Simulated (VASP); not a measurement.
**Cu: single point with PBEsol**

Cu:

```
Cu
1.0
     0.00000    1.72539    1.72539
     1.72539    0.00000    1.72539
     1.94229    1.94229   -0.21690
Cu
1
Cartesian
  0.0000 0.0000 0.0000
```

This cell differs from its parent crystal: strained.

```yaml
Program: VASP 6.6.1
Task: single point
Functional: PBEsol
Potentials_or_basis: VASP PAW PBE potentials, release 64 (Cu_sv_GW)
Cutoff: 700 eV
k_mesh: 18 × 18 × 18
Occupations: gaussian, width 0.1 eV
Spin: no spin polarisation
Dipole_correction: no
Second_run: valence_matched
Further_INCAR_settings: ALGO = Normal; EDIFF = 1e-06; NBANDS = 16
```

* Pressure: -10.0 GPa

Stress tensor (GPa, compression positive):
```
-9.98 -8.29  8.29
-8.29 -9.98  8.29
 8.29  8.29 -9.98
```

Levels at points of the mesh, in eV from the Fermi level:
| k point | band 7 | band 8 | band 9 | band 10 | band 11 | band 12 | band 13 | band 14 |
| --- | --- | --- | --- | --- | --- | --- | --- | --- |
| (0.00, 0.00, 0.00) | -2.92 | -2.92 | -2.00 | -2.00 | 17.05 | 21.79 | 24.99 | 27.73 |
| (0.50, 0.00, 0.00) | -2.53 | -1.89 | -1.37 | -0.47 | 4.43 | 17.32 | 21.88 | 22.06 |
| (0.50, 0.50, 0.00) | -1.75 | -1.54 | -1.34 | 1.49 | 7.00 | 10.50 | 15.52 | 16.04 |
| (0.00, 0.00, 0.50) | -3.00 | -2.25 | -1.67 | -1.67 | 1.45 | 23.29 | 25.34 | 25.34 |

Wall time 93 s on 1 thread of AMD EPYC 9R45 96-Core Processor (Zen 5), on a shared host, peak memory 0.3 GiB.

Caveat: the cell differs from its parent crystal (strained); the PAW data sets were made with another functional, which shifts forces and pressure a little.
